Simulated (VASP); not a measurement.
A run of VASP 6.6.1 is set up as follows.

Contents of INCAR:

```
SYSTEM = Al2Cl3
ALGO     = Normal         ! electronic algorithm
EDIFF    = 1E-6           ! SCF threshold, eV
EDIFFG   = -0.01          ! ionic threshold
ENCUT    = 600            ! plane-wave cutoff, eV
GGA      = PE             ! functional
IBRION   = 2              ! ionic algorithm
ISIF     = 3              ! what is computed and relaxed
ISMEAR   = 0              ! smearing method
LASPH    = .True.         ! aspherical terms in the spheres
LCHARG   = .False.        ! write CHGCAR
LREAL    = .False.        ! projectors in reciprocal space
LWAVE    = .False.        ! write WAVECAR
NELM     = 60             ! most SCF steps
NSW      = 100            ! ionic steps
PREC     = Accurate       ! precision mode
SIGMA    = 0.1            ! smearing width, eV
```

Contents of KPOINTS:

```
k-points
0
Gamma
  12 12 6
  0 0 0
```

The input POSCAR:

```
Al2Cl3
1.0
    4.7415147345      0.0000000000      0.0000000000
   -2.3707573673      4.1062722125      0.0000000000
    0.0000000000      0.0000000000      5.9592453711
Al Cl
2 3
Direct
    0.3333333333      0.6666666667      0.2196990753
    0.6666666667      0.3333333333      0.7803009247
    0.0000000000      0.0000000000      0.0000000000
    0.3333333333      0.6666666667      0.6495153639
    0.6666666667      0.3333333333      0.3504846361
```

Potentials or basis: VASP PAW PBE potentials, release 64 (Al, Cl).

The run is started by

```sh
$ cat potpaw_PBE.64/Al/POTCAR potpaw_PBE.64/Cl/POTCAR > POTCAR
$ mpirun -np 1 vasp_std > vasp.out
```

Question: Predict the relaxed volume.

Answer: 23.09 Å³/atom.

Question: Predict the relaxed cell.

Answer: a = 4.714 Å, b = 4.714 Å, c = 5.998 Å, α = 90.00°, β = 90.00°, γ = 120.00°.

Question: Predict the space group after relaxing (to 0.05 Å).

Answer: P-3m1 (No. 164).

Forces in eV/Å, atoms in the order of the input:
```
Al   0.000  0.000  0.004
Al   0.000  0.000 -0.004
Cl   0.000  0.000  0.000
Cl   0.000  0.000  0.006
Cl   0.000  0.000 -0.006
```

Caveat: an odd number of electrons without spin polarisation forces a metal; a magnetic or distorted state may lie lower.
